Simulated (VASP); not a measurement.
Set up this calculation in VASP 6.6.1, as the native input.

```
Task                   : single point
Functional             : PBE
Dispersion             : D3(BJ)
Potentials or basis    : VASP PAW PBE potentials, release 64 (C)
Cutoff                 : 520 eV
k mesh                 : 15 × 15 × 1
Occupations            : gaussian, width 0.1 eV
Spin                   : no spin polarisation
Dipole correction      : yes
Further INCAR settings : ALGO = Normal; EDIFF = 1e-06; NBANDS = 16
```

The structure of C lies in POSCAR:

```
C
1.0
    2.4657189577      0.0000000000      0.0000000000
   -1.2328594788      2.1353752560      0.0000000000
    0.0000000000      0.0000000000     17.5000000000
C
4
Direct
    0.3333333333      0.6666666667      0.2571428571
    0.6666666667      0.3333333333      0.2571046921
    0.3333333333      0.6666666667      0.4510593039
    0.0000000000      1.0000000000      0.4510922346
```

The input as run:

INCAR

```
SYSTEM = C
  ALGO = Normal
  DIPOL = 0.5 0.5 0.354
  EDIFF = 1E-6
  ENCUT = 520
  GGA = PE
  IDIPOL = 3
  ISIF = 2
  ISMEAR = 0
  IVDW = 12
  LASPH = .TRUE.
  LCHARG = .FALSE.
  LDIPOL = .TRUE.
  LREAL = .FALSE.
  LWAVE = .FALSE.
  NBANDS = 16
  NELM = 100
  PREC = Accurate
  SIGMA = 0.1
```

KPOINTS

```
k-points
0
G
  15 15 1
  0 0 0
```

Potentials or basis: VASP PAW PBE potentials, release 64 (C).

The run is started by

```console
$ cat potpaw_PBE.64/C/POTCAR > POTCAR
$ mpirun -np 1 vasp_std > vasp.out
```

It gave:

The dispersion energy per atom is -0.119 eV.

Run time: 100 s on 1 thread of Intel Xeon 8259CL, with other jobs on the host, peak memory 0.21 GiB.
